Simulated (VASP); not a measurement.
# BeTe (P4/nmm) in VASP: further runs

The runs below take BeTe through single point, relaxation of cell and atoms, with PBE.

Program: VASP 6.6.1. These are calculated values, not measurements. Logs are shortened: lines on timing, memory, paths and dates and some standing lists are left out, and cuts for length are marked.

## Step 1: The cell of the first run

The structure is tetragonal, space group P4/nmm (No. 129). Conventional cell: a = 4.384 Å, b = 4.384 Å, c = 4.340 Å, α = 90.00°, β = 90.00°, γ = 90.00°. Within 3.7 Å of Be (site symmetry -4m2) lie 8 Te at 2.79 to 3.41 Å and 4 Be at 3.10 Å. Te (site symmetry 4mm) has 8 Be at 2.79 to 3.41 Å and 4 Te at 3.23 Å within 3.7 Å.

The cell was built from a structure type or drawn by symmetry, and may not be a known phase.

## Step 2: Single point, PBE

INCAR

```
PREC = Accurate ; ENCUT = 520
EDIFF = 1E-6 ; ISMEAR = 0
SIGMA = 0.1 ; LREAL = False
LASPH = True ; NELM = 100
ALGO = Normal ; ISIF = 2
LWAVE = False ; LCHARG = True
GGA = PE ; LELF = True
LVHAR = True ; NBANDS = 16
```

KPOINTS

```
Automatic mesh
0
Gamma
  4 4 4
```

POSCAR

```
BeTe
1.0
    4.3842144300      0.0000000000      0.0000000000
    0.0000000000      4.3842144300      0.0000000000
    0.0000000000      0.0000000000      4.3397495900
Be Te
2 2
Direct
    0.0000000000      0.0000000000      0.5000000000
    0.5000000000      0.5000000000      0.5000000000
    0.5000000000      0.0000000000      0.8971372500
    0.0000000000      0.5000000000      0.1028627500
```

Potentials or basis: VASP PAW PBE potentials, release 64 (Be, Te).

Launch:

```bash
$ cat potpaw_PBE.64/Be/POTCAR potpaw_PBE.64/Te/POTCAR > POTCAR
$ mpirun -np 1 vasp_std > vasp.out
```

OUTCAR:

```text
PREC = Accurate
   ENCUT = 520
   EDIFF = 1E-6
   ISMEAR = 0
   LREAL = False
   LASPH = True
   NELM = 100
   ISIF = 2
   GGA = PE

 ion  position               nearest neighbor table
   1  0.000  0.000  0.500-   3 2.79   4 2.79   4 2.79   3 2.79
   2  0.500  0.500  0.500-   3 2.79   4 2.79   3 2.79   4 2.79
   3  0.500  0.000  0.897-   1 2.79   2 2.79   2 2.79   1 2.79   4 3.23   4 3.23   4 3.23   4 3.23

   4  0.000  0.500  0.103-   1 2.79   2 2.79   1 2.79   2 2.79   3 3.23   3 3.23   3 3.23   3 3.23

  LATTYP: Found a simple tetragonal cell.
 ALAT       =     4.3842144300
 C/A-ratio  =     0.9898579687

  Lattice vectors:

 A1 = (   4.3842144300,   0.0000000000,   0.0000000000)
 A2 = (   0.0000000000,   4.3842144300,   0.0000000000)
 A3 = (   0.0000000000,   0.0000000000,   4.3397495900)

Analysis of symmetry for initial positions (statically):
=====================================================================
 Subroutine PRICEL returns:
 Original cell was already a primitive cell.

 Routine SETGRP: Setting up the symmetry group for a
 simple tetragonal supercell.

 Subroutine GETGRP returns: Found 16 space group operations
 (whereof  8 operations were pure point group operations)
 out of a pool of 16 trial point group operations.

The static configuration has the point symmetry D_2d.
 The point group associated with its full space group is D_4h.

Analysis of symmetry for dynamics (positions and initial velocities):
=====================================================================
 Subroutine PRICEL returns:
 Original cell was already a primitive cell.

 Routine SETGRP: Setting up the symmetry group for a
 simple tetragonal supercell.

 Subroutine GETGRP returns: Found 16 space group operations
 (whereof  8 operations were pure point group operations)
 out of a pool of 16 trial point group operations.

The dynamic configuration has the point symmetry D_2d.
 The point group associated with its full space group is D_4h.

 Subroutine INISYM returns: Found 16 space group operations
 (whereof  8 operations are pure point group operations),
 and found     1 'primitive' translations

----------------------------------------------------------------------------------------

[... 88 lines left out ...]
   NELM   =    100;   NELMIN=  2; NELMDL= -5     # of ELM steps
   EDIFF  = 0.1E-05   stopping-criterion for ELM
   LREAL  =      F    real-space projection
   EDIFFG = 0.1E-04   stopping-criterion for IOM
   NSW    =      0    number of steps for IOM
   IBRION =     -1    ionic relax: 0-MD 1-quasi-New 2-CG
   NFREE  =      0    steps in history (QN), initial steepest desc. (CG)
   ISIF   =      2    stress and relaxation
   ISYM   =      2    0-nonsym 1-usesym 2-fastsym
   POTIM  = 0.5000    time-step for ionic-motion
   TEBEG  =    0.0;   TEEND  =   0.0 temperature during run
   PSTRESS=    0.0 pullay stress
   NELECT =      16.0000    total number of electrons
   NUPDOWN=      -1.0000    fix difference up-down
   EMIN   =  10.00;   EMAX   =-10.00  energy-range for DOS
   EFERMI =   0.00;   METHOD = LEGACY
   ISMEAR =     0;   SIGMA  =   0.10  broadening in eV -4-tet -1-fermi 0-gaus
   EFERMI_NEDOS =   21; number of points for ismear=-14 and -15
   IALGO  =     38    algorithm
   IMIX   =      4    mixing-type and parameters
     AMIX     =   0.40;   BMIX     =  1.00
     AMIX_MAG =   1.60;   BMIX_MAG =  1.00
  volume/ion in A,a.u.               =      20.85       140.73
  Fermi-wavevector in a.u.,A,eV,Ry     =   0.944131  1.784148 12.127997  0.891383
  Thomas-Fermi vector in A             =   2.071905
   LORBIT       =      0    0 simple, 1 ext, 2 COOP (PROOUT), +10 PAW based schemes
   GGA     = PE    functional components
   LHFCALC =     F    Hartree Fock is set to
   AEXX    =    0.0000 exact exchange contribution
   IVDW    =     0    specifies the selected vdW correction
   LEPSILON=     F    determine dielectric tensor
   LRPA    =     F    only Hartree local field effects (RPA)
 non-spin polarized calculation
 Gauss-broadening in eV      SIGMA  =   0.10
  energy-cutoff  :      520.00
  volume of cell :       83.42
 maximum number of plane-waves:      2276
 NGX is ok and might be reduce to    36
   NGX = 17   NGY = 17   NGZ = 17

 number of electron      16.0000001 magnetization

 Free energy of the ion-electron system (eV)
  ---------------------------------------------------
  ext. energy  EPLUGINS =         0.00000000
  ---------------------------------------------------
  free energy    TOTEN  =       -11.94502242 eV

  energy without entropy =      -11.94221351  energy(sigma->0) =      -11.94361797

 E-fermi :   6.9129     XC(G=0):  -9.6816

 val. band max:        6.8651814043   @ k =   0.2500   0.2500   0.0000
 cond. band min:       7.2126876920   @ k =   0.0000   0.0000   0.5000
 fundamental gap:      0.3475062878
 Fermi energy:         6.9128743697

 k-point     1 :       0.0000    0.0000    0.0000
  band No.  band energies     occupation
      1      -6.7580      2.00000
      2      -2.9298      2.00000
      3       2.0885      2.00000
      4       2.0885      2.00000
      5       3.4329      2.00000
      6       3.5881      2.00000
[... 319 lines left out ...]
      3       0.8186      2.00000
      4       0.8186      2.00000
      5       2.0831      2.00000
      6       2.0831      2.00000
[... 8 lines left out ...]
     15      13.2508      0.00000
     16      13.2508      0.00000

------------------------ aborting loop because EDIFF is reached ----------------------------------------

  FORCE on cell =-STRESS in cart. coord.  units (eV):
  Direction    XX          YY          ZZ          XY          YZ          ZX
  --------------------------------------------------------------------------------------
  -------------------------------------------------------------------------------------
  Total       -0.2519049     -0.2519049     -3.4524791      0.0000000      0.0000000      0.0000000
  in kB       -4.8383692     -4.8383692    -66.3121940      0.0000000      0.0000000      0.0000000
  external PRESSURE =     -25.3296442 kB  Pullay stress =       0.0000000 kB

 VOLUME and BASIS-vectors are now :
 -----------------------------------------------------------------------------
  energy-cutoff  :      520.00
  volume of cell :       83.42
      direct lattice vectors                 reciprocal lattice vectors
     4.384214430  0.000000000  0.000000000     0.228091033  0.000000000  0.000000000
     0.000000000  4.384214430  0.000000000     0.000000000  0.228091033  0.000000000
     0.000000000  0.000000000  4.339749590     0.000000000  0.000000000  0.230428042

 POSITION                                       TOTAL-FORCE (eV/Angst)
 -----------------------------------------------------------------------------------
      0.00000      0.00000      2.16987         0.000000     -0.000000     -0.000000
      2.19211      2.19211      2.16987         0.000000      0.000000     -0.000000
      2.19211      0.00000      3.89335         0.000000      0.000000     -3.422164
      0.00000      2.19211      0.44640        -0.000000      0.000000      3.422164
 -----------------------------------------------------------------------------------
    total drift:                               -0.000000     -0.000000     -0.000000

  FREE ENERGIE OF THE ION-ELECTRON SYSTEM (eV)
  ---------------------------------------------------
  free  energy   TOTEN  =       -11.9450224214 eV

  energy  without entropy=      -11.9422135108  energy(sigma->0) =      -11.94361797
```

OSZICAR:

```text
N       E                     dE             d eps       ncg     rms          rms(c)
DAV:   1     0.450866188380E+02    0.45087E+02   -0.55818E+03   576   0.797E+02
DAV:   2    -0.877724383291E+01   -0.53864E+02   -0.48838E+02   776   0.129E+02
DAV:   3    -0.119026123316E+02   -0.31254E+01   -0.30960E+01   784   0.333E+01
DAV:   4    -0.119497436748E+02   -0.47131E-01   -0.47124E-01   672   0.490E+00
DAV:   5    -0.119507573367E+02   -0.10137E-02   -0.10136E-02   760   0.724E-01    0.112E+01
DAV:   6    -0.119421604713E+02    0.85969E-02   -0.14956E-02   688   0.813E-01    0.676E+00
DAV:   7    -0.119450279703E+02   -0.28675E-02   -0.24457E-02   696   0.108E+00    0.225E-01
DAV:   8    -0.119449756317E+02    0.52339E-04   -0.46148E-03   616   0.405E-01    0.234E-01
DAV:   9    -0.119450176284E+02   -0.41997E-04   -0.21578E-04   736   0.976E-02    0.128E-01
DAV:  10    -0.119450251923E+02   -0.75639E-05   -0.42592E-05   624   0.384E-02    0.301E-02
DAV:  11    -0.119450227867E+02    0.24055E-05   -0.75127E-06   704   0.171E-02    0.148E-02
DAV:  12    -0.119450224214E+02    0.36531E-06   -0.20562E-06   424   0.781E-03
   1 F= -.11945022E+02 E0= -.11943618E+02  d E =-.280891E-02
```

stdout:

```text
POSCAR found type information on POSCAR BeTe
 POSCAR found :  2 types and       4 ions
 scaLAPACK will be used
 LDA part: xc-table for (Slater+PW92), standard interpolation
 POSCAR, INCAR and KPOINTS ok, starting setup
 FFT: planning ... GRIDC
 FFT: planning ... GRID_SOFT
 FFT: planning ... GRID
 WAVECAR not read
 entering main loop
```

It took 28 s on 1 thread of Intel Xeon 8259CL, shared host; peak memory 0.2 GiB.

What came out:

```
Free energy            : -11.9450 eV
Pressure               : -2.5 GPa
Largest force          : 3.422 eV/Å
Band gap on the k mesh : zero (bands 8 and 9 overlap by 0.80 eV)
```

Forces in eV/Å, atoms in the order of the input:
```
Be   0.000  0.000  0.000
Be   0.000  0.000  0.000
Te   0.000  0.000 -3.422
Te   0.000  0.000  3.422
```

Stress tensor (GPa, compression positive):
```
-0.48  0.00  0.00
 0.00 -0.48  0.00
 0.00  0.00 -6.63
```

Caveat: the k points lie up to 0.36 Å⁻¹ apart, too coarse for converged energies and pressures of a metal; spin-orbit coupling is left out, which moves the levels of the heavy elements; forces of over 1 eV/Å act on the atoms, so gaps and moduli don't describe the material at rest.

## Step 3: Single point, PBE

This run uses another cell than the first one, of 27.53 Å³/atom.

INCAR

```
SYSTEM = BeTe
PREC     = Accurate       ! precision mode
ENCUT    = 520            ! plane-wave cutoff, eV
EDIFF    = 1E-7           ! SCF threshold, eV
ISMEAR   = 0              ! smearing method
SIGMA    = 0.1            ! smearing width, eV
LREAL    = .False.        ! projectors in reciprocal space
LASPH    = .True.         ! aspherical terms in the spheres
NELM     = 60             ! most SCF steps
ALGO     = Normal         ! electronic algorithm
ISIF     = 2              ! what is computed and relaxed
LWAVE    = .False.        ! write WAVECAR
LCHARG   = .True.         ! write CHGCAR
GGA      = PE             ! functional
LELF     = .True.         ! ELF
LVHAR    = .True.       
NBANDS   = 16             ! bands
```

KPOINTS

```
regular mesh
0
Gamma
  4 4 4
  0 0 0
```

POSCAR

```
BeTe
1.0
    3.9351334879      0.0000000000      0.0000000000
    0.0000000000      3.9351334879      0.0000000000
    0.0000000000      0.0000000000      7.1100206399
Be Te
2 2
Direct
    0.0000000000      0.0000000000      0.5000000000
    0.5000000000      0.5000000000      0.5000000000
    0.5000000000      0.0000000000      0.7133675084
    0.0000000000      0.5000000000      0.2866324916
```

Potentials or basis: VASP PAW PBE potentials, release 64 (Be, Te).

Launch:

```bash
$ cat potpaw_PBE.64/Be/POTCAR potpaw_PBE.64/Te/POTCAR > POTCAR
$ mpirun -np 1 vasp_std > vasp.out
```

OUTCAR:

```text
SYSTEM = BeTe
   PREC = Accurate
   ENCUT = 520
   EDIFF = 1E-7
   ISMEAR = 0
   LREAL = .False.
   LASPH = .True.
   NELM = 60
   ISIF = 2
   GGA = PE

 ion  position               nearest neighbor table
   1  0.000  0.000  0.500-   3 2.48   4 2.48   4 2.48   3 2.48
   2  0.500  0.500  0.500-   3 2.48   4 2.48   3 2.48   4 2.48
   3  0.500  0.000  0.713-   1 2.48   2 2.48   2 2.48   1 2.48
   4  0.000  0.500  0.287-   1 2.48   2 2.48   1 2.48   2 2.48

  LATTYP: Found a simple tetragonal cell.
 ALAT       =     3.9351334879
 C/A-ratio  =     1.8068054519

  Lattice vectors:

 A1 = (   3.9351334879,   0.0000000000,   0.0000000000)
 A2 = (   0.0000000000,   3.9351334879,   0.0000000000)
 A3 = (   0.0000000000,   0.0000000000,   7.1100206399)

Analysis of symmetry for initial positions (statically):
=====================================================================
 Subroutine PRICEL returns:
 Original cell was already a primitive cell.

 Routine SETGRP: Setting up the symmetry group for a
 simple tetragonal supercell.

[... 167 lines left out ...]

 val. band max:        3.1840690571   @ k =   0.0000   0.0000   0.0000
 cond. band min:       5.2119420749   @ k =   0.0000   0.0000   0.0000
 fundamental gap:      2.0278730178
 Fermi energy:         3.6459223054

 k-point     1 :       0.0000    0.0000    0.0000
  band No.  band energies     occupation
      1      -8.8895      2.00000
      2      -7.5880      2.00000
      3      -1.1001      2.00000
      4       0.6094      2.00000
      5       0.6094      2.00000
      6       2.4225      2.00000
[... 319 lines left out ...]
      3      -1.6051      2.00000
      4      -1.6051      2.00000
      5       0.0365      2.00000
      6       0.0365      2.00000
[... 8 lines left out ...]
     15       9.8202      0.00000
     16       9.8202      0.00000

------------------------ aborting loop because EDIFF is reached ----------------------------------------

  FORCE on cell =-STRESS in cart. coord.  units (eV):
  Direction    XX          YY          ZZ          XY          YZ          ZX
  --------------------------------------------------------------------------------------
  -------------------------------------------------------------------------------------
  Total        0.1173622      0.1173622      0.2449750      0.0000000      0.0000000      0.0000000
  in kB        1.7078465      1.7078465      3.5648600      0.0000000      0.0000000      0.0000000
  external PRESSURE =       2.3268510 kB  Pullay stress =       0.0000000 kB

 VOLUME and BASIS-vectors are now :
 -----------------------------------------------------------------------------
  energy-cutoff  :      520.00
  volume of cell :      110.10
      direct lattice vectors                 reciprocal lattice vectors
     3.935133488  0.000000000  0.000000000     0.254120985  0.000000000  0.000000000
     0.000000000  3.935133488  0.000000000     0.000000000  0.254120985  0.000000000
     0.000000000  0.000000000  7.110020640     0.000000000  0.000000000  0.140646568

 POSITION                                       TOTAL-FORCE (eV/Angst)
 -----------------------------------------------------------------------------------
      0.00000      0.00000      3.55501        -0.000000      0.000000      0.000000
      1.96757      1.96757      3.55501         0.000000     -0.000000      0.000000
      1.96757      0.00000      5.07206        -0.000000     -0.000000      0.067025
      0.00000      1.96757      2.03796         0.000000      0.000000     -0.067025
 -----------------------------------------------------------------------------------
    total drift:                                0.000000     -0.000000      0.000000

  FREE ENERGIE OF THE ION-ELECTRON SYSTEM (eV)
  ---------------------------------------------------
  free  energy   TOTEN  =       -14.7813074561 eV

  energy  without entropy=      -14.7813074561  energy(sigma->0) =      -14.78130746
```

OSZICAR:

```text
N       E                     dE             d eps       ncg     rms          rms(c)
DAV:   1     0.580238756618E+02    0.58024E+02   -0.56504E+03   576   0.793E+02
DAV:   2    -0.105056987193E+02   -0.68530E+02   -0.62442E+02   808   0.129E+02
DAV:   3    -0.149321929427E+02   -0.44265E+01   -0.43978E+01   800   0.362E+01
DAV:   4    -0.150337669735E+02   -0.10157E+00   -0.10156E+00   808   0.589E+00
DAV:   5    -0.150343628036E+02   -0.59583E-03   -0.59582E-03   752   0.479E-01    0.962E+00
DAV:   6    -0.148228862326E+02    0.21148E+00   -0.12909E-01   640   0.251E+00    0.471E+00
DAV:   7    -0.147774393504E+02    0.45447E-01   -0.11473E-01   704   0.194E+00    0.103E+00
DAV:   8    -0.147803062154E+02   -0.28669E-02   -0.22657E-02   624   0.854E-01    0.395E-01
DAV:   9    -0.147808571349E+02   -0.55092E-03   -0.11687E-03   736   0.205E-01    0.120E-01
DAV:  10    -0.147812159739E+02   -0.35884E-03   -0.34594E-04   696   0.111E-01    0.340E-02
DAV:  11    -0.147812860621E+02   -0.70088E-04   -0.61011E-05   712   0.463E-02    0.141E-02
DAV:  12    -0.147813067105E+02   -0.20648E-04   -0.34174E-05   616   0.316E-02    0.233E-02
DAV:  13    -0.147813073182E+02   -0.60774E-06   -0.21453E-06   768   0.931E-03    0.347E-03
DAV:  14    -0.147813075108E+02   -0.19263E-06   -0.35385E-07   640   0.328E-03    0.636E-04
DAV:  15    -0.147813074561E+02    0.54728E-07   -0.37926E-08   608   0.114E-03
   1 F= -.14781307E+02 E0= -.14781307E+02  d E =-.978031E-12
```

Run time: 64 s. Hardware: 1 thread of Intel Xeon 8259CL, shared host; peak memory 0.22 GiB.

What came out:

```yaml
Free_energy: -14.7813 eV
Pressure: 0.2 GPa
Largest_force: 0.067 eV/Å
Band_gap_on_the_k_mesh: 2.03 eV
```

Forces on the atoms (eV/Å):
```
Be   0.000  0.000  0.000
Be   0.000  0.000  0.000
Te   0.000  0.000  0.067
Te   0.000  0.000 -0.067
```

Levels at points of the mesh, in eV from the valence-band top:
```
           k point  band 4  band 5  band 6  band 7  band 8  band 9  band 10  band 11  band 12  band 13
(0.00, 0.00, 0.00)   -2.57   -2.57   -0.76    0.00    0.00    2.03     2.26     3.24     3.64     5.11
(0.50, 0.00, 0.00)   -4.92   -2.05   -2.05   -0.99   -0.99    3.35     3.35     4.94     4.94     5.06
(0.50, 0.50, 0.00)   -4.84   -3.03   -3.03   -2.69   -2.69    2.84     2.84     3.33     3.33     7.84
(0.00, 0.00, 0.50)   -2.55   -2.55   -1.77   -0.10   -0.10    2.06     2.32     3.18     5.10     5.48
(0.50, 0.00, 0.50)   -5.05   -1.64   -1.64   -0.99   -0.99    3.24     3.24     3.68     3.68     4.85
(0.50, 0.50, 0.50)   -4.79   -3.15   -3.15   -2.75   -2.75    3.49     3.49     4.27     4.27     5.82
```

Caveat: spin-orbit coupling is left out, which moves the levels of the heavy elements; this functional lacks dispersion, which binds the layers, so the pressure and a relaxed spacing across them are unreliable. A k mesh can miss the band edges.

[end of part 1 of 2]
